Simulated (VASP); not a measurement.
A run of VASP 6.6.1 is set up as follows.

INCAR

```
SYSTEM = Si62Sb
PREC = Accurate ; ENCUT = 520
EDIFF = 1E-7 ; ISMEAR = -1
SIGMA = 0.05 ; LREAL = Auto
LASPH = .True. ; NELM = 100
ALGO = Normal ; ISIF = 2
LWAVE = .False. ; LCHARG = .False.
GGA = PE ; IVDW = 12
NELECT = 252.0 ; NBANDS = 164
```

KPOINTS

```
Automatic mesh
0
Gamma
  1 1 1
  0 0 0
```

Contents of POSCAR:

```
Si62Sb
1.0
   10.8600000000      0.0000000000      0.0000000000
    0.0000000000     10.8600000000      0.0000000000
    0.0000000000      0.0000000000     10.8600000000
Si Sb
62 1
Direct
    0.4967646409     -0.0000655617      0.0000655617
    0.6228927256      0.1224295580      0.1264958564
    0.7489237569      0.2494180479     -0.0004930018
    0.8765561694      0.3734438306      0.1260287293
    0.7512270718      0.0002279006      0.2499697053
    0.8756156538      0.1249295580      0.3751033149
   -0.0010491713      0.0001749540     -0.0001749540
    0.1260031308      0.1239968692      0.1231923573
    0.2498250460      0.2510491713     -0.0001749540
    0.3752845304      0.3745290976      0.1252845304
    0.4999697053      0.4987729282     -0.0002279006
    0.6307170350      0.6192829650      0.1205364641
    0.7512270718      0.7500302947     -0.0002279006
    0.8754709024      0.8747154696      0.1252845304
    0.2500655617     -0.0000655617      0.2467646409
    0.3764958564      0.1224295580      0.3728927256
    0.5004269797      0.2500858195      0.2504269797
    0.6256031308      0.3745014733      0.3756031308
    0.7514559853      0.4985440147      0.2513994475
    0.8754985267      0.6243968692      0.3756031308
    0.4999697053      0.0002279006      0.5012270718
    0.6251033149      0.1249295580      0.6256156538
    0.7502570902      0.2499689687      0.5002570902
    0.8754289134      0.3745710866      0.6254289134
    0.7489237569      0.0004930018      0.7505819521
    0.8743816759      0.1247993554      0.8752006446
    0.0005819521      0.5010762431     -0.0004930018
    0.1275704420      0.6271072744      0.1264958564
    0.2500655617      0.7532353591      0.0000655617
    0.0009924494      0.2490075506      0.2506321363
    0.1250704420      0.3743843462      0.3751033149
    0.2497720994      0.4987729282      0.2499697053
    0.3705364641      0.6192829650      0.3807170350
    0.6307170350      0.8794635359      0.3807170350
    0.0005819521      0.0004930018      0.4989237569
    0.1252006446      0.1247993554      0.6243816759
    0.2495069982      0.2494180479      0.4989237569
    0.3760287293      0.3734438306      0.6265561694
    0.5013994475      0.4985440147      0.5014559853
    0.6256031308      0.6243968692      0.6254985267
    0.7514559853      0.7486005525      0.5014559853
    0.8765561694      0.8739712707      0.6265561694
    0.2498250460      0.0001749540      0.7489508287
    0.3731923573      0.1239968692      0.8760031308
    0.5006321363      0.2490075506      0.7509924494
    0.6251033149      0.3743843462      0.8750704420
    0.7502570902      0.4997429098      0.7500310313
    0.8756156538      0.6248966851      0.8750704420
   -0.0000858195      0.7495730203      0.2504269797
    0.1275704420      0.8735041436      0.3728927256
    0.0000310313      0.4997429098      0.5002570902
    0.1250704420      0.6248966851      0.6256156538
    0.2497720994      0.7500302947      0.5012270718
    0.3752845304      0.8747154696      0.6254709024
   -0.0000465930      0.2500465930      0.7499534070
    0.1252006446      0.3756183241      0.8752006446
    0.2495069982      0.5010762431      0.7505819521
    0.3764958564      0.6271072744      0.8775704420
    0.5004269797      0.7495730203      0.7499141805
    0.6228927256      0.8735041436      0.8775704420
    0.0009924494      0.7493678637      0.7509924494
    0.1260031308      0.8768076427      0.8760031308
    0.4765808471      0.7734191529      0.2265808471
```

Potentials or basis: VASP PAW PBE potentials, release 64 (Si, Sb).

Run with:

```sh
$ cat potpaw_PBE.64/Si/POTCAR potpaw_PBE.64/Sb/POTCAR > POTCAR
$ mpirun -np 1 vasp_gam > vasp.out
```

Task: Estimate the largest force.

Result: 0.045 eV/Å.

Task: Estimate the dispersion energy per atom.

Result: -0.320 eV.

Forces in eV/Å, atoms in the order of the input:
```
Si   0.030  0.012 -0.012
Si   0.006  0.007 -0.004
Si  -0.001 -0.007  0.008
Si  -0.009  0.009 -0.014
Si   0.006 -0.004  0.016
Si   0.002 -0.002  0.003
Si  -0.001 -0.001  0.001
Si  -0.008  0.008 -0.013
Si   0.001  0.001  0.001
Si   0.001 -0.001  0.001
Si   0.016 -0.006  0.004
Si  -0.006  0.006 -0.023
Si   0.006 -0.016  0.004
Si   0.001 -0.001  0.001
Si  -0.012  0.012  0.030
Si  -0.004  0.007  0.006
Si   0.003  0.000  0.003
Si   0.008 -0.014  0.008
Si  -0.012  0.012  0.023
Si   0.014 -0.008  0.008
Si   0.016 -0.004  0.006
Si   0.003 -0.002  0.002
Si   0.007 -0.003  0.007
Si  -0.003  0.003 -0.003
Si  -0.001 -0.008  0.007
Si   0.001  0.003 -0.003
Si   0.007  0.001  0.008
Si  -0.007 -0.006 -0.004
Si  -0.012 -0.030 -0.012
Si  -0.005  0.005 -0.004
Si   0.002 -0.002  0.003
Si   0.004 -0.006  0.016
Si  -0.023  0.006 -0.006
Si  -0.006  0.023 -0.006
Si   0.007 -0.008 -0.001
Si  -0.003  0.003  0.001
Si   0.008 -0.007 -0.001
Si  -0.014  0.009 -0.009
Si   0.023  0.012 -0.012
Si   0.008 -0.008  0.014
Si  -0.012 -0.023 -0.012
Si  -0.009  0.014 -0.009
Si   0.001 -0.001 -0.001
Si  -0.013  0.008 -0.008
Si  -0.004  0.005 -0.005
Si   0.003 -0.002  0.002
Si   0.007 -0.007  0.003
Si   0.002 -0.003  0.002
Si   0.000 -0.003  0.003
Si  -0.007  0.004  0.006
Si   0.003 -0.007  0.007
Si   0.002 -0.003  0.002
Si   0.004 -0.016  0.006
Si   0.001 -0.001  0.001
Si   0.000  0.000  0.000
Si  -0.003 -0.001 -0.003
Si   0.008  0.001  0.007
Si  -0.004 -0.006 -0.007
Si   0.003 -0.003  0.000
Si   0.006  0.004 -0.007
Si  -0.005  0.004 -0.005
Si  -0.008  0.013 -0.008
Sb  -0.026  0.026 -0.026
```

Caveat: the k points lie up to 0.58 Å⁻¹ apart; the cell carries a net charge on a neutralising background, which shifts energy and pressure.
